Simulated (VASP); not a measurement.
Runs of VASP 6.6.1 on AlNi3. The structure is that of space group Pm-3m (No. 221), or close to it. The cells are those of the table. 

| spin | cell | k mesh | gap on the mesh (eV) | pressure (GPa) | moment (μB) |
| --- | --- | --- | --- | --- | --- |
| collinear, ferromagnetic start | a = 3.637 Å, 4 atoms | 14 × 14 × 14 | none | (c) | 0.73 |
| collinear, ferromagnetic start | a = 3.682 Å, 4 atoms | 14 × 14 × 14 | none | -13.7 | 0.75 |
| collinear, ferromagnetic start | a = 3.567 Å, 4 atoms | 14 × 14 × 14 | none | 0.1 | 0.71 |
| collinear, ferromagnetic start | a = 3.602 Å, 4 atoms | 14 × 14 × 14 | none | (a) | 0.72 |
| collinear, ferromagnetic start | a = 3.418 Å, 4 atoms | 14 × 14 × 14 | none | 30.7 | (b) |
| collinear, ferrimagnetic start | a = 3.566 Å, 4 atoms | 6 × 6 × 6 | none | 0.3 | 0.73 |
| collinear, ferrimagnetic start | a = 3.523 Å, 4 atoms | 6 × 6 × 6 | none | 7.3 | 0.72 |
| collinear, ferromagnetic start | a = 3.531 Å, 4 atoms | 14 × 14 × 14 | none | 6.0 | 0.70 |

Alike in all rows: task single point; level PBE; potentials or basis VASP PAW PBE potentials, release 64 (Al, Ni); cutoff (eV) 520; smearing gaussian 0.1 eV.

Task: Estimate the missing entries.

Result: (a) -4.9; (b) 0.00; (c) -9.2.

Caveats: the cell stands under tension (at least some runs); the cell stands under pressure (at least some runs).

A gap of «none» marks levels without a gap at the run's occupations.
